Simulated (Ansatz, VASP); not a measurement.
## SiO2 in VASP and in Ansatz

File INCAR:

```
PREC = Accurate
ENCUT = 600
EDIFF = 1E-6
ISMEAR = 0
SIGMA = 0.02
LREAL = False
LASPH = True
NELM = 80
ALGO = Normal
ISIF = 3
LWAVE = False
LCHARG = False
GGA = PS
IBRION = 2
NSW = 100
EDIFFG = -0.002
```

File KPOINTS:

```
regular mesh
0
Gamma
  6 6 8
```

POSCAR

```
SiO2
1.0
    4.1865000000      0.0000000000      0.0000000000
    0.0000000000      4.1865000000      0.0000000000
    0.0000000000      0.0000000000      2.6684000000
Si O
2 4
Direct
    0.0000000000      0.0000000000      0.0000000000
    0.5000000000      0.5000000000      0.5000000000
    0.3059000000      0.3059000000      0.0000000000
    0.1941000000      0.8059000000      0.5000000000
    0.6941000000      0.6941000000      0.0000000000
    0.8059000000      0.1941000000      0.5000000000
```

Input for Ansatz:

```yaml
crystal:
  lattice:
    - [4.1865, 0.0, 0.0]
    - [0.0, 4.1865, 0.0]
    - [0.0, 0.0, 2.6684]
  atoms:
    - { symbol: Si, position: [0.0, 0.0, 0.0] }
    - { symbol: Si, position: [0.5, 0.5, 0.5] }
    - { symbol: O, position: [0.3059, 0.3059, 0.0] }
    - { symbol: O, position: [0.1941, 0.8059, 0.5] }
    - { symbol: O, position: [0.6941, 0.6941, 0.0] }
    - { symbol: O, position: [0.8059, 0.1941, 0.5] }
basis:
  ecutwfc: 420
kpoints:
  mp_grid: { grid: [6, 6, 8] }
hamiltonian:
  xc: pbesol
  pseudopotentials: { kind: paw, azcp: { folder: soft_1 } }
scf:
  occupations: { method: gaussian, width: 0.02 }
output:
  forces: true
  stress: true
  eigenvalues: true
  write_density: true
  write_potential: true
  elf: true
  volumetric_format: npy
relax:
  adjacent_minimum: "off"
  f_tol: 0.002
  max_steps: 80
  cell: { stress_tol: 0.02 }
```

Alike in both runs: task relaxation of cell and atoms; functional PBEsol; k mesh 6 × 6 × 8; occupations gaussian, width 0.02 eV; no spin polarisation.

```csv
,VASP,Ansatz
version,VASP 6.6.1,Ansatz 0.2.0
potentials or method,"VASP PAW PBE potentials, release 64 (Si, O), cutoff 600 eV","scalar-relativistic, plane waves, PAW"
valence electrons in the cell,32,32
```

|  | VASP | Ansatz | Ansatz less VASP |
| --- | --- | --- | --- |
| gap on the k mesh at the Fermi level, each at its own relaxed structure (eV) | 5.34 | 5.36 | +0.025 |
| relaxed volume (Å³/atom) | 7.86 | 7.85 | -0.004 |
| relaxed cell length with the largest relative difference (Å) | 2.683 | 2.678 | -0.0043 |

VASP's potentials were made for PBE, not for PBEsol, and Ansatz warns of the same on its side.
